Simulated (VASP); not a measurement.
W: single point with PBE

W:

```
W
1.0
     0.00000    2.03000    2.03000
     2.03000    0.00000    2.03000
     2.03000    2.03000    0.00000
W
1
Direct
  0.00000 0.00000 0.00000
```

- Program: VASP 6.6.1
- Task: single point
- Functional: PBE
- Potentials or basis: VASP PAW PBE potentials, release 64 (W_sv)
- Cutoff: 520 eV
- k mesh: 11 × 11 × 11
- Occupations: gaussian, width 0.026 eV
- Spin: no spin polarisation

```yaml
Pressure: -4.6 GPa
Band_gap_on_the_k_mesh: zero (band 7 reaches 12.79 eV, above the bottom of band 8 at 9.69 eV)
```

Levels at points of the mesh, in eV from the Fermi level:
| k point | band 3 | band 4 | band 5 | band 6 | band 7 | band 8 | band 9 | band 10 | band 11 | band 12 |
| --- | --- | --- | --- | --- | --- | --- | --- | --- | --- | --- |
| (0.00, 0.00, 0.00) | -37.37 | -37.37 | -8.90 | -0.54 | -0.54 | -0.54 | 2.50 | 2.50 | 12.75 | 17.88 |

Run time: 10 s on 1 thread of Intel(R) Xeon(R) Platinum 8259CL CPU @ 2.50GHz (Skylake/Cascade Lake), with other jobs on the host, peak memory 0.14 GiB.

Caveat: spin-orbit coupling is left out, which moves the levels of the heavy elements.
